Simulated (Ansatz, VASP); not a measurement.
# One calculation of Ti, two programs

The input INCAR:

```
SYSTEM = Ti
PREC     = Accurate       ! precision mode
ENCUT    = 520            ! plane-wave cutoff, eV
EDIFF    = 1E-6           ! SCF threshold, eV
ISMEAR   = 0              ! smearing method
SIGMA    = 0.15           ! smearing width, eV
LREAL    = .FALSE.        ! projectors in reciprocal space
LASPH    = .TRUE.         ! aspherical terms in the spheres
NELM     = 60             ! most SCF steps
ALGO     = Fast           ! electronic algorithm
ISIF     = 2              ! what is computed and relaxed
LWAVE    = .FALSE.        ! write WAVECAR
LCHARG   = .FALSE.        ! write CHGCAR
GGA      = PS             ! functional
NBANDS   = 12             ! bands
```

KPOINTS

```
Automatic mesh
0
G
  22 22 22
  0 0 0
```

The input POSCAR:

```
Ti
1.0
   -1.4893878468      1.4893878468      1.8636710127
    1.4893878468     -1.4893878468      1.8636710127
    1.4893878468      1.4893878468     -1.8636710127
Ti
1
Direct
    0.0000000000      0.0000000000      0.0000000000
```

Input for Ansatz:

```yaml
crystal:
  lattice:
    - [-1.4893878468, 1.4893878468, 1.8636710127]
    - [1.4893878468, -1.4893878468, 1.8636710127]
    - [1.4893878468, 1.4893878468, -1.8636710127]
  atoms:
    - { symbol: Ti, position: [0.0, 0.0, 0.0] }
basis:
  ecutwfc: 520.0
kpoints:
  mp_grid: { grid: [22, 22, 22] }
hamiltonian:
  xc: pbesol
  pseudopotentials: { kind: paw, azcp: { folder: soft_1 } }
scf:
  occupations: { method: gaussian, width: 0.15 }
output:
  forces: true
  stress: true
  eigenvalues: true
```

Alike in both runs: task single point; functional PBEsol; k mesh 22 × 22 × 22; occupations gaussian, width 0.15 eV; no spin polarisation.

|  | VASP | Ansatz |
| --- | --- | --- |
| version | VASP 6.6.1 | Ansatz 0.2.0 |
| potentials or method | VASP PAW PBE potentials, release 64 (Ti_sv), cutoff 520 eV | scalar-relativistic, plane waves, PAW |
| valence electrons in the cell | 12 | 12 |

|  | VASP | Ansatz | Ansatz less VASP |
| --- | --- | --- | --- |
| gap on the k mesh at the Fermi level (eV) | none | none | - |
| pressure (GPa) | 0.6 | 0.9 | +0.33 |
| traceless stress, the component that is largest in VASP (GPa) | 2.08 | 2.06 | -0.016 |

VASP's potentials were made for PBE, not for PBEsol, and Ansatz warns of the same on its side. A gap of «none» marks a metal or a gap that the smearing closes.
